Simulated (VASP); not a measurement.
C, 4 atoms in the cell. The cell holds a slab with vacuum, 4 atoms: a = 2.466 Å, b = 2.466 Å, c = 17.500 Å, α = 90.00°, β = 90.00°, γ = 120.00°. 

- Program: VASP 6.6.1
- Task: single point
- Functional: PBE
- Dispersion: D3(BJ)
- Potentials or basis: VASP PAW PBE potentials, release 64 (C)
- Cutoff: 520 eV
- k mesh: 15 × 15 × 1
- Occupations: gaussian, width 0.1 eV
- Spin: no spin polarisation
- Dipole correction: yes
- Further INCAR settings: ALGO = Normal; EDIFF = 1e-06; NBANDS = 16

Potentials or basis: VASP PAW PBE potentials, release 64 (C).

Run with:

```sh
$ cat potpaw_PBE.64/C/POTCAR > POTCAR
$ mpirun -np 1 vasp_std > vasp.out
```

Hardware: 1 thread of Intel(R) Xeon(R) Platinum 8375C CPU @ 2.90GHz (Ice Lake) (shared host).

How long does it take, and how much memory?

It took 84 s on 1 thread of Intel(R) Xeon(R) Platinum 8375C CPU @ 2.90GHz (Ice Lake) (shared host), peak memory 0.24 GiB. Counts: scf iterations 20, k points 64.
